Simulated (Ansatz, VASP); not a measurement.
## Two plane-wave programs on KZnF3

```xyz
5
Lattice="4.1033 0.0000 0.0000 0.0000 4.1033 0.0000 0.0000 0.0000 4.1033" Properties=species:S:1:pos:R:3 pbc="T T T"
Zn    2.0516    2.0516    2.0516
K     0.0000    0.0000    0.0000
F     2.0516    0.0000    2.0516
F     0.0000    2.0516    2.0516
F     2.0516    2.0516    0.0000
```

Alike in both runs: task single point; functional r2SCAN; k mesh 7 × 7 × 7; occupations fermi-dirac, width 0.05 eV; no spin polarisation.

|  | VASP | Ansatz |
| --- | --- | --- |
| version | VASP 6.6.1 | Ansatz 0.2.0 |
| potentials or method | VASP PAW PBE potentials, release 64 (Zn, K_sv, F) | Ansatz PAW |
| plane-wave cutoff (eV) | 520 | 500 |
| valence electrons in the cell | 42 | 42 |

```tsv
	VASP	Ansatz	Ansatz less VASP
gap on the k mesh at the Fermi level (eV)	4.58	4.63	+0.048
least direct gap on the mesh (eV)	6.22	6.25	+0.026
pressure (GPa)	-3.1	-3.2	-0.12
```

VASP's potentials were made for PBE, not for r2SCAN.

Noted on Ansatz's run: odd divisions of the mesh miss points on the zone boundary, where band edges often lie, so the gap on the mesh can be too wide.
